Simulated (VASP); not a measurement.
A run of VASP 6.6.1:

INCAR

```
SYSTEM = Nb
  PREC = Accurate
  ENCUT = 500
  EDIFF = 1E-7
  ISMEAR = 0
  SIGMA = 0.05
  LREAL = .FALSE.
  LASPH = .TRUE.
  NELM = 120
  ALGO = Normal
  ISIF = 3
  LWAVE = .FALSE.
  LCHARG = .FALSE.
  GGA = PS
  IBRION = 2
  NSW = 80
  EDIFFG = -0.02
  PSTRESS = 100.0
  GGA_COMPAT = .FALSE.
  NELMIN = 4
```

File KPOINTS:

```
Automatic mesh
0
G
  7 7 7
  0 0 0
```

Contents of POSCAR:

```
Nb
1.0
    0.0000000000      2.0950000000      2.0950000000
    2.0950000000      0.0000000000      2.0950000000
    2.0950000000      2.0950000000      0.0000000000
Nb
1
Direct
    0.0000000000      0.0000000000      0.0000000000
```

Potentials or basis: VASP PAW PBE potentials, release 64 (Nb_sv).

Run with:

```console
$ cat potpaw_PBE.64/Nb_sv/POTCAR > POTCAR
$ mpirun -np 1 vasp_std > vasp.out
```

Hardware: 1 thread of Intel(R) Xeon(R) Platinum 8259CL CPU @ 2.50GHz (Skylake/Cascade Lake) (shared host).

Question: Estimate the wall time of this run.

Answer: Wall time 15 s on 1 thread of Intel(R) Xeon(R) Platinum 8259CL CPU @ 2.50GHz (Skylake/Cascade Lake), on a shared host, peak memory 0.14 GiB. Counts: scf iterations 44, k points 20, ion steps 4.
